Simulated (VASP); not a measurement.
Ni: single point with PBE

Crystal: Ni.

```
Ni
1.0
     2.24752    0.00000    0.00000
    -1.12376    1.94641    0.00000
     0.00000    0.00000    2.16828
Ni
1
Direct
  0.00000 0.00000 0.00000
```

```json
{
  "Program": "VASP 6.6.1",
  "Task": "single point",
  "Functional": "PBE",
  "Potentials or basis": "VASP PAW PBE potentials, release 64 (Ni_sv_GW)",
  "Cutoff": "590 eV",
  "k mesh": "18 × 18 × 17",
  "Occupations": "fermi-dirac, width 0.1 eV",
  "Spin": "collinear spin, ferromagnetic start",
  "Starting moments": "[1.0] μB",
  "Dipole correction": "no",
  "Second run": "valence_matched",
  "Further INCAR settings": "ALGO = Normal; EDIFF = 1e-06; NBANDS = 19"
}
```

```json
{
  "Pressure": "56.9 GPa",
  "Band gap on the k mesh": "zero (filled and empty bands overlap)",
  "Net moment": "0.00 μB per cell",
  "Valence electrons inside the program's atomic spheres": "Ni 16.59"
}
```

Stress tensor (GPa, compression positive):
```
56.80  0.00  0.00
 0.00 56.80  0.00
 0.00  0.00 57.14
```

Levels at points of the mesh, in eV from the Fermi level:
Spin up:
| k point | band 7 | band 8 | band 9 | band 10 | band 11 | band 12 |
| --- | --- | --- | --- | --- | --- | --- |
| (0.00, 0.00, 0.00) | -2.42 | -2.42 | 0.16 | 0.16 | 21.51 | 25.18 |
| (0.50, 0.00, 0.00) | -1.43 | -0.59 | -0.16 | 0.32 | 7.03 | 19.36 |
Spin down:
| k point | band 6 | band 7 | band 8 | band 9 | band 10 | band 11 | band 12 | band 13 |
| --- | --- | --- | --- | --- | --- | --- | --- | --- |
| (0.00, 0.00, 0.00) | -4.55 | -2.42 | -2.42 | 0.16 | 0.16 | 21.51 | 25.18 | 27.30 |
| (0.50, 0.00, 0.00) | -3.75 | -1.43 | -0.59 | -0.16 | 0.32 | 7.03 | 19.36 | 25.88 |

Run time: 2.7 min on 1 thread of Intel(R) Xeon(R) Platinum 8375C CPU @ 2.90GHz (Ice Lake), on a shared host, peak memory 0.24 GiB.
